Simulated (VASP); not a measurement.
# TiO2 (I4_1/amd) in VASP: settings compared, part 2 of 3

VASP 6.6.1. Earlier steps stand in the parts before.

### Step 4. Single point, PBE

This run uses another cell than the first one, of 11.05 Å³/atom.

INCAR

```
PREC = Accurate
ENCUT = 520
EDIFF = 1E-6
ISMEAR = -1
SIGMA = 0.05
LREAL = F
LASPH = T
NELM = 80
ALGO = Normal
ISIF = 2
LWAVE = F
LCHARG = T
GGA = PE
LELF = T
LVHAR = T
NBANDS = 33
```

KPOINTS

```
regular mesh
0
Gamma
  10 10 10
```

POSCAR

```
TiO2
1.0
   -1.8851001667      1.8851001667      4.6641157139
    1.8851001667     -1.8851001667      4.6641157139
    1.8851001667      1.8851001667     -4.6641157139
Ti O
2 4
Direct
    0.7500000000      0.2500000000      0.5000000000
    0.0000000000      0.0000000000      0.0000000000
    0.7886432629      0.7886432629      0.0000000000
    0.5386432629      0.0386432629      0.5000000000
    0.9613567371      0.4613567371      0.5000000000
    0.2113567371      0.2113567371      0.0000000000
```

Potentials or basis: VASP PAW PBE potentials, release 64 (Ti_sv, O).

Launch:

```sh
cat potpaw_PBE.64/Ti_sv/POTCAR potpaw_PBE.64/O/POTCAR > POTCAR
mpirun -np 1 vasp_std > vasp.out
```

OUTCAR:

```text
PREC = Accurate
   ENCUT = 520
   EDIFF = 1E-6
   ISMEAR = -1
   LREAL = F
   LASPH = T
   NELM = 80
   ISIF = 2
   GGA = PE

 ion  position               nearest neighbor table
   1  0.750  0.250  0.500-   3 1.92   6 1.92   3 1.92   6 1.92   5 1.97   4 1.97
   2  0.000  0.000  0.000-   4 1.92   5 1.92   4 1.92   5 1.92   3 1.97   6 1.97
   3  0.789  0.789  0.000-   1 1.92   1 1.92   2 1.97
   4  0.539  0.039  0.500-   2 1.92   2 1.92   1 1.97
   5  0.961  0.461  0.500-   2 1.92   2 1.92   1 1.97
   6  0.211  0.211  0.000-   1 1.92   1 1.92   2 1.97

  LATTYP: Found a body centered tetragonal cell.
 ALAT       =     3.7702003334
 C/A-ratio  =     2.4742004676

  Lattice vectors:

 A1 = (  -1.8851001667,   1.8851001667,   4.6641157139)
 A2 = (   1.8851001667,  -1.8851001667,   4.6641157139)
 A3 = (   1.8851001667,   1.8851001667,  -4.6641157139)

Analysis of symmetry for initial positions (statically):
=====================================================================
 Subroutine PRICEL returns:
 Original cell was already a primitive cell.

 Routine SETGRP: Setting up the symmetry group for a
 body centered tetragonal supercell.

 Subroutine GETGRP returns: Found 16 space group operations
 (whereof  8 operations were pure point group operations)
 out of a pool of 16 trial point group operations.

The static configuration has the point symmetry D_2d.
 The point group associated with its full space group is D_4h.

Analysis of symmetry for dynamics (positions and initial velocities):
=====================================================================
 Subroutine PRICEL returns:
 Original cell was already a primitive cell.

 Routine SETGRP: Setting up the symmetry group for a
 body centered tetragonal supercell.

 Subroutine GETGRP returns: Found 16 space group operations
 (whereof  8 operations were pure point group operations)
 out of a pool of 16 trial point group operations.
[... 129 lines left out ...]
     AMIX     =   0.40;   BMIX     =  1.00
     AMIX_MAG =   1.60;   BMIX_MAG =  1.00
  volume/ion in A,a.u.               =      11.05        74.57
  Fermi-wavevector in a.u.,A,eV,Ry     =   1.470018  2.777930 29.401531  2.160952
  Thomas-Fermi vector in A             =   2.585325
   LORBIT       =      0    0 simple, 1 ext, 2 COOP (PROOUT), +10 PAW based schemes
   GGA     = PE    functional components
   LHFCALC =     F    Hartree Fock is set to
   AEXX    =    0.0000 exact exchange contribution
   IVDW    =     0    specifies the selected vdW correction
   LEPSILON=     F    determine dielectric tensor
   LRPA    =     F    only Hartree local field effects (RPA)
 non-spin polarized calculation
  energy-cutoff  :      520.00
  volume of cell :       66.30
 maximum number of plane-waves:      1796
   NGX = 19   NGY = 19   NGZ = 19

 number of electron      47.9999995 magnetization

 Free energy of the ion-electron system (eV)
  ---------------------------------------------------
  ext. energy  EPLUGINS =         0.00000000
  ---------------------------------------------------
  free energy    TOTEN  =       -53.73444459 eV

  energy without entropy =      -53.73444459  energy(sigma->0) =      -53.73444459

 E-fermi :   4.8086     XC(G=0): -10.8930

 val. band max:        3.6863199971   @ k =  -0.4000   0.4000   0.0000
 cond. band min:       5.7447840474   @ k =   0.0000   0.0000   0.0000
 fundamental gap:      2.0584640503
 Fermi energy:         4.8085680015

 k-point     1 :       0.0000    0.0000    0.0000
  band No.  band energies     occupation
      1     -52.6812      2.00000
      2     -52.6101      2.00000
      3     -29.1783      2.00000
      4     -28.9223      2.00000
      5     -28.9223      2.00000
      6     -28.8392      2.00000
[... 853 lines left out ...]
     32      10.3899      0.00000
     33      11.2700      0.00000

 [... further k-points ...]

------------------------ aborting loop because EDIFF is reached ----------------------------------------

  FORCE on cell =-STRESS in cart. coord.  units (eV):
  Direction    XX          YY          ZZ          XY          YZ          ZX
  --------------------------------------------------------------------------------------
  -------------------------------------------------------------------------------------
  Total        4.4507616      4.4507616      4.4686194      0.0000000      0.0000000      0.0000000
  in kB      107.5589972    107.5589972    107.9905565      0.0000000      0.0000000      0.0000000
  external PRESSURE =     107.7028503 kB  Pullay stress =       0.0000000 kB

 VOLUME and BASIS-vectors are now :
 -----------------------------------------------------------------------------
  energy-cutoff  :      520.00
  volume of cell :       66.30
      direct lattice vectors                 reciprocal lattice vectors
    -1.885100167  1.885100167  4.664115714     0.000000000  0.265237895  0.107201457
     1.885100167 -1.885100167  4.664115714     0.265237895  0.000000000  0.107201457
     1.885100167  1.885100167 -4.664115714     0.265237895  0.265237895  0.000000000

 POSITION                                       TOTAL-FORCE (eV/Angst)
 -----------------------------------------------------------------------------------
      0.00000      1.88510      2.33206         0.000000      0.000000      0.000000
      0.00000      0.00000      0.00000         0.000000      0.000000      0.000000
      0.00000      0.00000      7.35665        -0.000000      0.000000     -0.025054
      0.00000      1.88510      0.36047         0.000000     -0.000000     -0.025054
      0.00000      1.88510      4.30364         0.000000     -0.000000      0.025054
      0.00000      0.00000      1.97158        -0.000000      0.000000      0.025054
 -----------------------------------------------------------------------------------
    total drift:                                0.000000      0.000000     -0.000000

  FREE ENERGIE OF THE ION-ELECTRON SYSTEM (eV)
  ---------------------------------------------------
  free  energy   TOTEN  =       -53.7344445855 eV

  energy  without entropy=      -53.7344445854  energy(sigma->0) =      -53.73444459
```

stdout:

```text
POSCAR found type information on POSCAR TiO
 POSCAR found :  2 types and       6 ions
 scaLAPACK will be used
 LDA part: xc-table for (Slater+PW92), standard interpolation
 POSCAR, INCAR and KPOINTS ok, starting setup
 FFT: planning ... GRIDC
 FFT: planning ... GRID_SOFT
 FFT: planning ... GRID
 WAVECAR not read
 entering main loop
```

It took 3.5 min on 1 thread of Intel Xeon 6975P-C (Granite Rapids), shared host; peak memory 0.35 GiB.

Results:

```
Free energy            : -53.7344 eV
Pressure               : 10.8 GPa
Largest force          : 0.025 eV/Å
Band gap on the k mesh : 2.06 eV (least direct gap 2.47 eV)
```

Forces in eV/Å, atoms in the order of the input:
```
Ti   0.000  0.000  0.000
Ti   0.000  0.000  0.000
O    0.000  0.000 -0.025
O    0.000  0.000 -0.025
O    0.000  0.000  0.025
O    0.000  0.000  0.025
```

Caveat: the cell stands under pressure. A k mesh can miss the band edges.

### Step 5. Single point, PBE

This run uses another cell than the first one, of 11.34 Å³/atom.

INCAR

```
SYSTEM = TiO2
ALGO     = Normal         ! electronic algorithm
EDIFF    = 1E-7           ! SCF threshold, eV
ENCUT    = 520            ! plane-wave cutoff, eV
GGA      = PE             ! functional
ISIF     = 2              ! what is computed and relaxed
ISMEAR   = -1             ! smearing method
LASPH    = .True.         ! aspherical terms in the spheres
LCHARG   = .False.        ! write CHGCAR
LREAL    = .False.        ! projectors in reciprocal space
LWAVE    = .False.        ! write WAVECAR
NBANDS   = 33             ! bands
NELM     = 80             ! most SCF steps
PREC     = Accurate       ! precision mode
SIGMA    = 0.05           ! smearing width, eV
```

KPOINTS

```
k-points
0
Gamma
  10 10 10
  0 0 0
```

POSCAR

```
TiO2
1.0
   -1.8914634018      1.8914634018      4.7564886540
    1.8914634018     -1.8914634018      4.7564886540
    1.8914634018      1.8914634018     -4.7564886540
Ti O
2 4
Direct
    0.7500000000      0.2500000000      0.5000000000
    0.0000000000      0.0000000000      0.0000000000
    0.7911851263      0.7911851263      0.0000000000
    0.5411851263      0.0411851263      0.5000000000
    0.9588148737      0.4588148737      0.5000000000
    0.2088148737      0.2088148737      0.0000000000
```

Launch:

```sh
cat potpaw_PBE.64/Ti_sv/POTCAR potpaw_PBE.64/O/POTCAR > POTCAR
mpirun -np 1 vasp_std > vasp.out
```

Wall time 4.7 min (1 thread of Intel Xeon 6975P-C (Granite Rapids), shared host); peak memory 0.36 GiB.

The run converged. Its results:

| Property | Result |
| --- | --- |
| Free energy | -53.8256 eV |
| Pressure | 5.7 GPa |
| Largest force | 0.021 eV/Å |
| Band gap on the k mesh | 2.09 eV (least direct gap 2.44 eV) |

Forces on the atoms (eV/Å):
```
Ti   0.000  0.000  0.000
Ti   0.000  0.000  0.000
O    0.000  0.000 -0.021
O    0.000  0.000 -0.021
O    0.000  0.000  0.021
O    0.000  0.000  0.021
```

Stress tensor (GPa, compression positive):
```
5.67 0.00 0.00
0.00 5.67 0.00
0.00 0.00 5.75
```

Levels at points of the mesh, in eV from the valence-band top:
```
           k point  band 22  band 23  band 24  band 25  band 26  band 27
(0.00, 0.00, 0.00)    -0.77    -0.48    -0.48     2.09     2.83     3.94
(0.50, 0.00, 0.00)    -0.96    -0.86    -0.65     3.22     3.52     3.55
(0.50, 0.50, 0.00)    -2.09    -0.03    -0.03     3.34     3.34     3.81
(0.50, 0.50, 0.50)    -1.28    -0.13    -0.13     2.45     2.45     3.75
```

Caveat: the cell stands under pressure. A k mesh can miss the band edges.

(Continued in part 3 of 3.)
